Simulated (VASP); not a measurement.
A run of VASP 6.6.1:

The input INCAR:

```
SYSTEM = Hf4N
PREC = Accurate
ENCUT = 600
EDIFF = 1E-6
ISMEAR = 0
SIGMA = 0.2
LREAL = .False.
LASPH = .True.
NELM = 100
ALGO = Normal
ISIF = 3
LWAVE = .False.
LCHARG = .False.
GGA = PE
IBRION = 2
NSW = 36
EDIFFG = -0.08
```

KPOINTS

```
regular mesh
0
Gamma
  4 4 4
  0 0 0
```

The input POSCAR:

```
Hf4N
1.0
    4.4940410500      0.0000000000      0.0000000000
    0.0000000000      4.4940410500      0.0000000000
    0.0000000000      0.0000000000      4.4940410500
Hf N
4 1
Direct
    0.0000000000      0.0000000000      0.0000000000
    0.5000000000      0.5000000000      0.0000000000
    0.5000000000      0.0000000000      0.5000000000
    0.0000000000      0.5000000000      0.5000000000
    0.5000000000      0.5000000000      0.5000000000
```

Potentials or basis: VASP PAW PBE potentials, release 64 (Hf_pv, N).

The run is started by

```console
$ cat potpaw_PBE.64/Hf_pv/POTCAR potpaw_PBE.64/N/POTCAR > POTCAR
$ mpirun -np 1 vasp_std > vasp.out
```

Hardware: 1 thread of Intel(R) Xeon(R) 6975P-C (Granite Rapids), on a shared host.

Question: Estimate the wall time of this run.

Answer: It took 33 s on 1 thread of Intel(R) Xeon(R) 6975P-C (Granite Rapids) (shared host), peak memory 0.22 GiB. Counts: scf iterations 31, k points 10, ion steps 3.
